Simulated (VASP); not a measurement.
# Si8NO14 (a cell with a defect) in VASP: further runs, part 2 of 2

VASP 6.6.1.

## Step 4: Single point, PBEsol, collinear spin, ferromagnetic start

Input file INCAR:

```
SYSTEM = Si8NO14
  PREC = Accurate
  ENCUT = 520
  EDIFF = 1E-6
  ISMEAR = -1
  SIGMA = 0.02
  LREAL = .False.
  LASPH = .True.
  NELM = 200
  ALGO = Normal
  ISIF = 2
  LWAVE = .False.
  LCHARG = .True.
  ISPIN = 2
  MAGMOM = 0 0 0 0 0 0 0 0 0 0 0 0.07 0 0 0 0 0.09 0 0 0.1 0 0 0.28
  LORBIT = 11
  GGA = PS
  LELF = .True.
  LVHAR = .True.
  NBANDS = 82
  NELECT = 119.0
  GGA_COMPAT = .False.
```

Input file KPOINTS:

```
regular mesh
0
Gamma
  2 2 2
  0 0 0
```

Input file POSCAR:

```
Si8NO14
1.0
   -5.6578710000     -5.2657200000      0.0000000000
    4.5381290000     -5.2657200000      0.0000000000
    2.0996240000      2.2758520000      6.2331600000
Si O N
8 14 1
Direct
    0.7120172033      0.5761423872      0.2158210282
    0.9809856575      0.3483023483      0.6056876448
    0.9689726333      0.4174380363      0.0480507479
    0.2893611092      0.4545602041      0.4536302614
    0.2161735601      0.0925586327      0.2530482131
    0.4555859725      0.8372460820      0.6019115505
    0.4018882775      0.8200964596      0.0006013001
    0.7948809654      0.9482840548      0.4978965725
    0.7921237756      0.8002363796      0.3160252585
    0.9486547737      0.1102729252      0.5795854751
    0.7618181963      0.5052443861      0.0229583389
    0.1323896499      0.5512976139      0.2341218579
    0.0036832792      0.1943306983      0.1333580399
    0.7875322639      0.4341953086      0.4108976827
    0.1799490341      0.3998033319      0.5987487887
    0.9862798095      0.4284036853      0.8274475547
    0.3752788038      0.2580706426      0.3843069968
    0.4607060725      0.6064372060      0.5817318984
    0.4753562529      0.6169723901      0.1059804337
    0.2520109937      0.9267638996      0.4258231780
    0.6457767802      0.9265305113      0.5917062934
    0.4684655662      0.9023654128      0.8376138267
    0.2606728816     -0.0435261241      0.0682997067
```

On the command line:

```sh
cat potpaw_PBE.64/Si/POTCAR potpaw_PBE.64/O/POTCAR potpaw_PBE.64/N/POTCAR > POTCAR
mpirun -np 1 vasp_std > vasp.out
```

Run time: 15 min. Hardware: 1 thread of Oxide Virtual Turin-like, shared host; peak memory 0.68 GiB.

It converged, with:

| Item | Value |
| --- | --- |
| Free energy | -187.4220 eV |
| Largest force | 0.132 eV/Å |
| Net moment | 1.00 μB per cell |
| Site moments | Si +0.00, -0.00, -0.01 (each value once); O -0.00, +0.00, +0.01, +0.02, +0.11, +0.03 (each value once); N +0.52 μB |
| Valence electrons inside the program's atomic spheres | Si 1.61, 1.60, 1.63, 1.64, 1.68 (each value once); O 5.16, 5.19, 5.20, 5.21, 5.23, 5.17 (each value once); N 3.75 |

Forces in eV/Å, atoms in the order of the input:
```
Si   0.041  0.007  0.004
Si  -0.025  0.037  0.027
Si   0.031 -0.003 -0.095
Si  -0.016 -0.038  0.089
Si  -0.084  0.066 -0.078
Si  -0.002 -0.072  0.048
Si   0.105  0.009  0.000
Si  -0.005 -0.017  0.036
O   -0.068  0.032 -0.039
O    0.016 -0.086  0.038
O   -0.006 -0.003 -0.054
O    0.038 -0.047 -0.001
O    0.034  0.034 -0.014
O   -0.020  0.017  0.007
O   -0.019 -0.031 -0.006
O    0.005  0.003  0.016
O   -0.052 -0.037  0.010
O   -0.037  0.012  0.005
O   -0.023  0.062  0.032
O    0.028  0.025 -0.013
O    0.025  0.052  0.014
O   -0.012 -0.028 -0.031
N    0.046  0.006  0.007
```

Levels at points of the mesh, in eV from the Fermi level:
Spin up:
```tsv
k point	band 56	band 57	band 58	band 59	band 60	band 61	band 62	band 63	band 64	band 65
(0.00, 0.00, 0.00)	-1.22	-1.12	-0.98	-0.79	-0.44	3.27	4.65	5.10	5.76	6.73
(0.50, 0.00, 0.00)	-1.23	-1.15	-1.06	-0.80	-0.48	3.85	4.39	4.94	5.61	6.90
(0.00, 0.50, 0.00)	-1.23	-1.12	-0.96	-0.85	-0.52	3.69	4.64	4.98	5.74	6.48
(0.50, 0.50, 0.00)	-1.27	-1.15	-0.97	-0.88	-0.57	4.00	4.44	4.95	5.65	6.82
(0.00, 0.00, 0.50)	-1.20	-1.05	-0.86	-0.72	-0.41	3.89	4.48	4.97	5.59	6.96
(0.50, 0.00, 0.50)	-1.24	-1.10	-0.84	-0.72	-0.38	3.75	4.60	5.03	5.68	6.52
(0.00, 0.50, 0.50)	-1.20	-1.05	-0.82	-0.76	-0.45	4.10	4.46	5.01	5.64	7.17
(0.50, 0.50, 0.50)	-1.22	-1.01	-0.83	-0.74	-0.46	3.94	4.61	4.93	5.70	7.24
```
Spin down:
```
           k point  band 55  band 56  band 57  band 58  band 59  band 60  band 61  band 62  band 63  band 64
(0.00, 0.00, 0.00)    -1.29    -1.05    -0.94    -0.68    -0.42     0.40     3.30     4.68     5.11     5.79
(0.50, 0.00, 0.00)    -1.31    -1.12    -1.00    -0.67    -0.50     0.40     3.88     4.43     4.95     5.63
(0.00, 0.50, 0.00)    -1.20    -1.06    -0.97    -0.66    -0.54     0.39     3.71     4.67     4.99     5.77
(0.50, 0.50, 0.00)    -1.20    -1.09    -1.05    -0.68    -0.56     0.39     4.03     4.47     4.97     5.67
(0.00, 0.00, 0.50)    -1.21    -1.07    -0.83    -0.65    -0.40     0.44     3.92     4.52     4.99     5.62
(0.50, 0.00, 0.50)    -1.24    -1.09    -0.83    -0.63    -0.41     0.46     3.77     4.63     5.06     5.70
(0.00, 0.50, 0.50)    -1.20    -1.11    -0.91    -0.62    -0.45     0.44     4.12     4.50     5.03     5.66
(0.50, 0.50, 0.50)    -1.17    -1.06    -0.92    -0.62    -0.45     0.45     3.95     4.64     4.95     5.72
```

Caveat: the k points lie up to 0.50 Å⁻¹ apart; the cell carries a net charge on a neutralising background, which shifts energy and pressure; the cell is charged against a uniform background, so pressure and absolute levels hang on convention; the PAW data sets were made with another functional, which shifts forces and pressure a little.

## Step 5: Single point, PBEsol, collinear spin, ferromagnetic start

Input file INCAR:

```
PREC     = Accurate       # precision mode
ENCUT    = 520            # plane-wave cutoff, eV
EDIFF    = 1E-6           # SCF threshold, eV
ISMEAR   = -1             # smearing method
SIGMA    = 0.02           # smearing width, eV
LREAL    = F              # projectors in reciprocal space
LASPH    = T              # aspherical terms in the spheres
NELM     = 200            # most SCF steps
ALGO     = Normal         # electronic algorithm
ISIF     = 2              # what is computed and relaxed
LWAVE    = F              # write WAVECAR
LCHARG   = F              # write CHGCAR
ISPIN    = 2              # spin polarisation
MAGMOM   = 0 0 0 0 0 0 0 0 0 0 0 0.07 0 0 0 0 0.09 0 0 0.1 0 0 0.28 # initial moments
LORBIT   = 11             # projections on sites
GGA      = PS             # functional
NBANDS   = 82             # bands
NELECT   = 119.0        
GGA_COMPAT= F
```

Input file KPOINTS:

```
regular mesh
0
Gamma
  2 2 2
```

Input file POSCAR:

```
Si8NO14
1.0
   -5.6578710000     -5.2657200000      0.0000000000
    4.5381290000     -5.2657200000      0.0000000000
    2.0996240000      2.2758520000      6.2331600000
Si O N
8 14 1
Direct
    0.6996006925      0.5615781315      0.1984933806
    0.9506689959      0.3483460594      0.5892160638
    0.9957398875      0.3932418329      0.0573867829
    0.2903830262      0.4576641803      0.4795294842
    0.2771963230      0.0944518280      0.2874721650
    0.4707144847      0.8344285673      0.6188376361
    0.4915235376      0.8415493770      0.0439860360
    0.7075339280      0.9781018018      0.4225959225
    0.7382471707      0.8144954157      0.2434102446
    0.8797944274      0.1258220985      0.5075844355
    0.7880520929      0.4560721707      0.0525811948
    0.1560732713      0.5351468143      0.2386242291
    0.0638256425      0.1683615762      0.1267515995
    0.7687844977      0.4794519021      0.4290205931
    0.1498382994      0.3896857004      0.5785149106
    0.9814438664      0.4115598723      0.8246285993
    0.4070852658      0.2649595564      0.4518781806
    0.4551820925      0.6063635851      0.6262961323
    0.4658728143      0.6110563163      0.0554189207
    0.2718115850      0.9135545753      0.4219643006
    0.6700849277      0.8870785038      0.6074870531
    0.4732887061      0.9373539119      0.8354550501
    0.4568131613      0.0100318733      0.2127314235
```

On the command line:

```sh
cat potpaw_PBE.64/Si/POTCAR potpaw_PBE.64/O/POTCAR potpaw_PBE.64/N/POTCAR > POTCAR
mpirun -np 1 vasp_std > vasp.out
```

It took 14 min on 1 thread of Oxide Virtual Turin-like, shared host; peak memory 0.67 GiB.

Results (log left out):

```yaml
Free_energy: -188.7706 eV
Largest_force: 0.218 eV/Å
Net_moment: 1.00 μB per cell
Site_moments: Si -0.00, -0.01, +0.00 (each value once); O +0.01, +0.02, +0.05, +0.03, +0.10, +0.11 (each value once); N +0.34 μB
Valence_electrons_inside_the_program's_atomic_spheres: Si 1.62, 1.61, 1.65, 1.66, 1.57 (each value once); O 5.15, 5.19, 5.20, 5.17, 5.21, 5.25, 5.22, 5.13, 5.16 (each value once); N 3.81
```

Forces on the atoms (eV/Å):
```
Si   0.040 -0.015 -0.021
Si   0.059  0.076 -0.007
Si  -0.011  0.029 -0.077
Si   0.026  0.010  0.122
Si  -0.181 -0.051 -0.048
Si  -0.022 -0.023  0.042
Si   0.116 -0.126  0.034
Si   0.062  0.030 -0.093
O   -0.065 -0.037 -0.008
O    0.094 -0.024 -0.025
O   -0.102  0.053  0.055
O   -0.030 -0.040 -0.005
O   -0.103 -0.038 -0.080
O    0.095  0.053  0.038
O    0.044  0.057 -0.075
O    0.047  0.012 -0.009
O   -0.026 -0.012  0.144
O    0.031  0.081  0.087
O    0.030  0.061 -0.085
O   -0.048  0.049 -0.060
O   -0.078  0.080  0.043
O    0.088 -0.054 -0.086
N   -0.067 -0.171  0.116
```

Levels at points of the mesh, in eV from the Fermi level:
Spin up:
```csv
k point,band 57,band 58,band 59,band 60,band 61,band 62,band 63,band 64
"(0.00, 0.00, 0.00)",-0.72,-0.64,-0.50,-0.29,4.90,6.77,7.35,7.69
"(0.50, 0.00, 0.00)",-0.81,-0.71,-0.58,-0.34,5.54,6.54,7.24,7.27
"(0.00, 0.50, 0.00)",-0.77,-0.66,-0.64,-0.29,5.56,6.42,7.05,7.67
"(0.50, 0.50, 0.00)",-0.81,-0.68,-0.53,-0.37,5.70,6.82,6.95,7.28
"(0.00, 0.00, 0.50)",-0.88,-0.48,-0.41,-0.12,5.65,6.42,7.17,7.50
"(0.50, 0.00, 0.50)",-0.81,-0.52,-0.47,-0.15,5.62,6.80,6.88,7.63
"(0.00, 0.50, 0.50)",-0.82,-0.59,-0.48,-0.12,5.93,6.77,7.01,7.61
"(0.50, 0.50, 0.50)",-0.81,-0.51,-0.44,-0.16,5.80,6.73,7.09,7.55
```
Spin down:
```tsv
k point	band 55	band 56	band 57	band 58	band 59	band 60	band 61	band 62	band 63	band 64
(0.00, 0.00, 0.00)	-0.94	-0.82	-0.60	-0.48	-0.20	0.13	4.94	6.79	7.41	7.71
(0.50, 0.00, 0.00)	-0.90	-0.81	-0.67	-0.51	-0.30	0.12	5.59	6.57	7.28	7.31
(0.00, 0.50, 0.00)	-0.89	-0.74	-0.62	-0.59	-0.32	0.16	5.61	6.47	7.07	7.70
(0.50, 0.50, 0.00)	-0.87	-0.79	-0.66	-0.49	-0.32	0.11	5.75	6.86	6.98	7.33
(0.00, 0.00, 0.50)	-1.00	-0.82	-0.54	-0.34	-0.03	0.05	5.71	6.44	7.19	7.53
(0.50, 0.00, 0.50)	-0.91	-0.83	-0.47	-0.40	-0.11	0.05	5.66	6.82	6.91	7.69
(0.00, 0.50, 0.50)	-0.90	-0.79	-0.56	-0.54	-0.07	0.09	5.97	6.82	7.04	7.64
(0.50, 0.50, 0.50)	-0.95	-0.79	-0.54	-0.40	-0.08	0.04	5.85	6.77	7.11	7.58
```

Caveat: the k points lie up to 0.50 Å⁻¹ apart; the cell carries a net charge on a neutralising background, which shifts energy and pressure; the cell is charged against a uniform background, so pressure and absolute levels hang on convention; the PAW data sets were made with another functional, which shifts forces and pressure a little.
